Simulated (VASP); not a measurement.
Wanted: the native input for a VASP 6.6.1 run.

- Task: single point
- Functional: PBE
- Potentials or basis: VASP PAW PBE potentials, release 64 (C)
- Cutoff: 520 eV
- k mesh: 10 × 10 × 3
- Occupations: fermi-dirac, width 0.05 eV
- Spin: no spin polarisation
- Dipole correction: no
- Further INCAR settings: ALGO = Normal; EDIFF = 1e-07; NBANDS = 26

The structure of C lies in POSCAR:

```
C
1.0
    2.5221000000      0.0000000000      0.0000000000
   -1.2610500000      2.1842026709      0.0000000000
    0.0000000000      0.0000000000      8.2371000000
C
8
Direct
    0.6666666667      0.3333333333      0.8445369176
    0.3333333333      0.6666666667      0.3445369176
    0.6666666667      0.3333333333      0.6554630824
    0.3333333333      0.6666666667      0.1554630824
    0.0000000000      0.0000000000      0.9069985176
    0.0000000000      0.0000000000      0.4069985176
    0.0000000000      0.0000000000      0.5930014824
    0.0000000000      0.0000000000      0.0930014824
```

These files were run (other wordings do the same):

INCAR

```
PREC = Accurate
ENCUT = 520
EDIFF = 1E-7
ISMEAR = -1
SIGMA = 0.05
LREAL = F
LASPH = T
NELM = 80
ALGO = Normal
ISIF = 2
LWAVE = F
LCHARG = T
GGA = PE
LELF = T
LVHAR = T
NBANDS = 26
```

KPOINTS

```
Automatic mesh
0
Gamma
  10 10 3
```

Potentials or basis: VASP PAW PBE potentials, release 64 (C).

Command:

```bash
$ cat potpaw_PBE.64/C/POTCAR > POTCAR
$ mpirun -np 1 vasp_std > vasp.out
```

It gave:

| Item | Value |
| --- | --- |
| Pressure | 2.9 GPa |
| Largest force | 0.008 eV/Å |
| Band gap on the k mesh | 4.45 eV (least direct gap 5.21 eV) |

Caveat: an odd mesh through Γ misses points on the zone boundary, where band edges can lie.

Wall time 15 s on 1 thread of AMD EPYC 9R45 (Zen 5), on a shared host, peak memory 0.13 GiB.
